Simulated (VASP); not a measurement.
# Si (a cell with a defect) in VASP: relaxation of the atoms with LDA

Aim: the relaxation of the atoms of Si (a cell with a defect) with LDA.

Program: VASP 6.6.1. These are calculated values, not measurements. Logs are shortened: lines on timing, memory, paths and dates and some standing lists are left out, and cuts for length are marked.

### Step 1. The cell of the first run

The cell holds a defect, 17 atoms: a = 7.679 Å, b = 7.679 Å, c = 7.679 Å, α = 60.00°, β = 60.00°, γ = 60.00°.

### Step 2. Relaxation of the atoms, LDA

Input file INCAR:

```
  PREC = Accurate
  ENCUT = 520
  EDIFF = 1E-6
  ISMEAR = 0
  SIGMA = 0.05
  LREAL = Auto
  LASPH = True
  NELM = 100
  ALGO = Normal
  ISIF = 2
  LWAVE = False
  LCHARG = False
  GGA = CA
  IBRION = 2
  NSW = 80
  EDIFFG = -0.03
```

Input file KPOINTS:

```
regular mesh
0
Gamma
  2 2 2
```

Input file POSCAR:

```
Si
1.0
    0.0000000000      5.4300000000      5.4300000000
    5.4300000000      0.0000000000      5.4300000000
    5.4300000000      5.4300000000      0.0000000000
Si
17
Direct
    0.0000000000      0.0000000000      0.0000000000
    0.1250000000      0.1250000000      0.1250000000
    0.0000000000      0.0000000000      0.5000000000
    0.1250000000      0.1250000000      0.6250000000
    0.0000000000      0.5000000000      0.0000000000
    0.1250000000      0.6250000000      0.1250000000
    0.0000000000      0.5000000000      0.5000000000
    0.1250000000      0.6250000000      0.6250000000
    0.5000000000      0.0000000000      0.0000000000
    0.6250000000      0.1250000000      0.1250000000
    0.5000000000      0.0000000000      0.5000000000
    0.6250000000      0.1250000000      0.6250000000
    0.5000000000      0.5000000000      0.0000000000
    0.6250000000      0.6250000000      0.1250000000
    0.5000000000      0.5000000000      0.5000000000
    0.6250000000      0.6250000000      0.6250000000
    0.8718563000      0.3883590000      0.8735038000
```

Potentials or basis: VASP PAW LDA potentials, release 64 (Si).

Launch:

```sh
> cat potpaw_LDA.64/Si/POTCAR > POTCAR
> mpirun -np 1 vasp_std > vasp.out
```

OUTCAR:

```text
PREC = Accurate
   ENCUT = 520
   EDIFF = 1E-6
   ISMEAR = 0
   LREAL = Auto
   LASPH = True
   NELM = 100
   ISIF = 2
   GGA = CA
   IBRION = 2
   NSW = 80
   EDIFFG = -0.03

 ion  position               nearest neighbor table
   1  0.000  0.000  0.000-   2 2.35   4 2.35   6 2.35  10 2.35  17 2.44
   2  0.125  0.125  0.125-   1 2.35   3 2.35   5 2.35   9 2.35  17 2.74
   3  0.000  0.000  0.500-   2 2.35   4 2.35   8 2.35  12 2.35
   4  0.125  0.125  0.625-   1 2.35   3 2.35   7 2.35  11 2.35  17 2.78
   5  0.000  0.500  0.000-  17 2.30   6 2.35   8 2.35  14 2.35   2 2.35
   6  0.125  0.625  0.125-   1 2.35   5 2.35   7 2.35  13 2.35
   7  0.000  0.500  0.500-  17 2.34   6 2.35   8 2.35  16 2.35   4 2.35
   8  0.125  0.625  0.625-   3 2.35   5 2.35   7 2.35  15 2.35  17 2.66
   9  0.500  0.000  0.000-   2 2.35  10 2.35  12 2.35  14 2.35
  10  0.625  0.125  0.125-   1 2.35   9 2.35  11 2.35  13 2.35  17 2.77
  11  0.500  0.000  0.500-   4 2.35  10 2.35  12 2.35  16 2.35
  12  0.625  0.125  0.625-   3 2.35   9 2.35  11 2.35  15 2.35
  13  0.500  0.500  0.000-  17 2.33  10 2.35  14 2.35  16 2.35   6 2.35
  14  0.625  0.625  0.125-   5 2.35   9 2.35  13 2.35  15 2.35  17 2.65
  15  0.500  0.500  0.500-   8 2.35  12 2.35  14 2.35  16 2.35
  16  0.625  0.625  0.625-   7 2.35  11 2.35  13 2.35  15 2.35  17 2.69
  17  0.872  0.388  0.874-   5 2.30  13 2.33   7 2.34   1 2.44  14 2.65   8 2.66  16 2.69   2 2.74
                            10 2.77   4 2.78

  LATTYP: Found a face centered cubic cell.
 ALAT       =    10.8600000000

  Lattice vectors:

 A1 = (   0.0000000000,   5.4300000000,   5.4300000000)
 A2 = (   5.4300000000,   0.0000000000,   5.4300000000)
 A3 = (   5.4300000000,   5.4300000000,   0.0000000000)

Analysis of symmetry for initial positions (statically):
=====================================================================
 Subroutine PRICEL returns:
 Original cell was already a primitive cell.

 Routine SETGRP: Setting up the symmetry group for a
 face centered cubic supercell.

 Subroutine GETGRP returns: Found  1 space group operations
 (whereof  1 operations were pure point group operations)
 out of a pool of 48 trial point group operations.

The static configuration has the point symmetry C_1 .

Analysis of symmetry for dynamics (positions and initial velocities):
=====================================================================
 Subroutine PRICEL returns:
 Original cell was already a primitive cell.

 Routine SETGRP: Setting up the symmetry group for a
 face centered cubic supercell.

 Subroutine GETGRP returns: Found  1 space group operations
 (whereof  1 operations were pure point group operations)
 out of a pool of 48 trial point group operations.

The dynamic configuration has the point symmetry C_1 .
[... 105 lines left out ...]
   ICHARG =      2    charge: 1-file 2-atom 10-const
   ISPIN  =      1    spin polarized calculation?
   LNONCOLLINEAR =      F non collinear calculations
   LSORBIT =      F    spin-orbit coupling
   LASPH  =      T    aspherical Exc in radial PAW
   ENCUT  =  520.0 eV  38.22 Ry    6.18 a.u.  14.28 14.28 14.28*2*pi/ulx,y,z
   NELM   =    100;   NELMIN=  2; NELMDL= -5     # of ELM steps
   EDIFF  = 0.1E-05   stopping-criterion for ELM
   LREAL  =      T    real-space projection
   EDIFFG = -.3E-01   stopping-criterion for IOM
   NSW    =     80    number of steps for IOM
   IBRION =      2    ionic relax: 0-MD 1-quasi-New 2-CG
   NFREE  =      1    steps in history (QN), initial steepest desc. (CG)
   ISIF   =      2    stress and relaxation
   ISYM   =      2    0-nonsym 1-usesym 2-fastsym
   POTIM  = 0.5000    time-step for ionic-motion
   TEBEG  =    0.0;   TEEND  =   0.0 temperature during run
   PSTRESS=    0.0 pullay stress
   NELECT =      68.0000    total number of electrons
   NUPDOWN=      -1.0000    fix difference up-down
   EMIN   =  10.00;   EMAX   =-10.00  energy-range for DOS
   EFERMI =   0.00;   METHOD = LEGACY
   ISMEAR =     0;   SIGMA  =   0.05  broadening in eV -4-tet -1-fermi 0-gaus
   EFERMI_NEDOS =   21; number of points for ismear=-14 and -15
   IALGO  =     38    algorithm
   IMIX   =      4    mixing-type and parameters
     AMIX     =   0.40;   BMIX     =  1.00
     AMIX_MAG =   1.60;   BMIX_MAG =  1.00
  volume/ion in A,a.u.               =      18.84       127.11
  Fermi-wavevector in a.u.,A,eV,Ry     =   0.976715  1.845724 12.979587  0.953973
  Thomas-Fermi vector in A             =   2.107356
   LORBIT       =      0    0 simple, 1 ext, 2 COOP (PROOUT), +10 PAW based schemes
   GGA     = CA    functional components
   LHFCALC =     F    Hartree Fock is set to
   AEXX    =    0.0000 exact exchange contribution
   IVDW    =     0    specifies the selected vdW correction
   LEPSILON=     F    determine dielectric tensor
   LRPA    =     F    only Hartree local field effects (RPA)
 conjugate gradient relaxation of ions
 non-spin polarized calculation
 Gauss-broadening in eV      SIGMA  =   0.05
  energy-cutoff  :      520.00
  volume of cell :      320.21
 maximum number of plane-waves:      8646
 NGX is ok and might be reduce to    60
   NGX = 29   NGY = 29   NGZ = 29

--------------------------------------- Ionic step        1  -------------------------------------------

 number of electron      68.0000004 magnetization

 Free energy of the ion-electron system (eV)
  ---------------------------------------------------
  ext. energy  EPLUGINS =         0.00000000
  ---------------------------------------------------
  free energy    TOTEN  =       -97.42258573 eV

  energy without entropy =      -97.41294493  energy(sigma->0) =      -97.41776533

------------------------ aborting loop because EDIFF is reached ----------------------------------------

  FORCE on cell =-STRESS in cart. coord.  units (eV):
  Direction    XX          YY          ZZ          XY          YZ          ZX
  --------------------------------------------------------------------------------------
  -------------------------------------------------------------------------------------
  Total        4.4673258      4.4352314      4.4574750      0.6473369      0.7565621     -0.2527398
  in kB       22.3526347     22.1920479     22.3033456      3.2390037      3.7855214     -1.2646047
  external PRESSURE =      22.2826760 kB  Pullay stress =       0.0000000 kB
[... 344 lines left out ...]
--------------------------------------- Ionic step        8  -------------------------------------------

 number of electron      68.0000000 magnetization

 Free energy of the ion-electron system (eV)
  ---------------------------------------------------
  ext. energy  EPLUGINS =         0.00000000
  ---------------------------------------------------
  free energy    TOTEN  =       -97.55767603 eV

  energy without entropy =      -97.54667375  energy(sigma->0) =      -97.55217489

 E-fermi :   6.7896     XC(G=0):  -9.8492

 val. band max:        6.5779138592   @ k =   0.0000   0.0000   0.0000
 cond. band min:       6.8078488981   @ k =   0.5000   0.0000   0.5000
 fundamental gap:      0.2299350389
 Fermi energy:         6.7895899679

 k-point     1 :       0.0000    0.0000    0.0000
  band No.  band energies     occupation
      1      -6.3624      2.00000
      2      -3.8223      2.00000
      3      -3.6718      2.00000
      4      -3.6707      2.00000
      5      -3.6674      2.00000
      6      -2.8402      2.00000
[... 401 lines left out ...]
  FREE ENERGIE OF THE ION-ELECTRON SYSTEM (eV)
  ---------------------------------------------------
  free  energy   TOTEN  =       -97.5576760317 eV

  energy  without entropy=      -97.5466737508  energy(sigma->0) =      -97.55217489

 reached required accuracy - stopping structural energy minimisation
```

Run time: 9.7 min. Hardware: 1 thread of Intel Xeon Platinum 8488C (Sapphire Rapids), shared host; peak memory 0.38 GiB.

Results:

```
Free energy                  : -97.5577 eV
Energy gained by relaxing    : 7.9 meV/atom
Ionic steps                  : 8
Pressure after relaxing      : 1.7 GPa
Largest force after relaxing : 0.030 eV/Å
Band gap on the k mesh       : zero (bands 34 and 35 overlap by 0.24 eV)
```

Forces in eV/Å, atoms in the order of the input:
```
Si  -0.016  0.019 -0.017
Si   0.007 -0.009  0.007
Si  -0.003  0.003  0.001
Si   0.011 -0.005  0.006
Si   0.003 -0.009  0.002
Si  -0.006  0.004 -0.006
Si   0.002 -0.009  0.012
Si   0.001  0.003 -0.007
Si   0.000  0.003 -0.003
Si   0.007 -0.006  0.011
Si  -0.003 -0.001 -0.003
Si   0.003 -0.001  0.003
Si   0.010 -0.006  0.004
Si  -0.007  0.003  0.000
Si   0.003 -0.003  0.003
Si  -0.001  0.008 -0.002
Si  -0.012  0.006 -0.012
```

The path:
```csv
step,energy change (eV),largest force (eV/Å),pressure (GPa)
1,0.0000,1.1166,2.23
2,-0.1260,0.2010,1.78
3,-0.1274,0.2178,1.73
4,-0.1329,0.1143,1.73
5,-0.1332,0.1150,1.73
6,-0.1346,0.0580,1.74
7,-0.1348,0.0323,1.75
8,-0.1351,0.0298,1.75
```

Final structure:
```
CELL_PARAMETERS angstrom
0.00000 5.43000 5.43000
5.43000 0.00000 5.43000
5.43000 5.43000 0.00000
ATOMIC_POSITIONS crystal
Si 0.00089 0.99740 0.00091
Si 0.12810 0.12248 0.12810
Si 0.99855 0.00063 0.50046
Si 0.12804 0.12235 0.62159
Si 0.00259 0.50261 0.00259
Si 0.12422 0.62822 0.12461
Si 0.00203 0.50214 0.49386
Si 0.12819 0.62824 0.62200
Si 0.50045 0.00064 0.99853
Si 0.62153 0.12237 0.12807
Si 0.50039 0.00060 0.50041
Si 0.62505 0.12482 0.62503
Si 0.49348 0.50225 0.00217
Si 0.62194 0.62825 0.12820
Si 0.50058 0.49830 0.50060
Si 0.62178 0.62822 0.62187
Si 0.87406 0.37886 0.87451
```

Levels at points of the mesh, in eV from the Fermi level:
```
           k point  band 31  band 32  band 33  band 34  band 35  band 36  band 37  band 38
(0.00, 0.00, 0.00)    -0.76    -0.76    -0.76    -0.24    -0.22    -0.21     0.06     0.06
(0.50, 0.00, 0.00)    -1.50    -1.36    -1.36    -0.34     0.53     0.55     0.88     0.88
(0.00, 0.50, 0.00)    -1.51    -1.36    -1.36    -0.34     0.53     0.54     0.88     0.88
(0.00, 0.00, 0.50)    -1.50    -1.36    -1.36    -0.34     0.52     0.55     0.88     0.88
(0.50, 0.50, 0.50)    -1.50    -1.36    -1.36    -0.34     0.53     0.55     0.88     0.88
(0.50, 0.50, 0.00)    -1.95    -1.81    -0.97     0.02     0.72     1.03     1.04     1.14
(0.00, 0.50, 0.50)    -1.95    -1.81    -0.97     0.02     0.72     1.03     1.04     1.14
(0.50, 0.00, 0.50)    -1.95    -1.81    -0.97     0.02     0.72     1.03     1.04     1.14
```

Caveat: the k points lie up to 0.50 Å⁻¹ apart.

The gap in the log of VASP goes by the Fermi energy; the results here count the filled bands.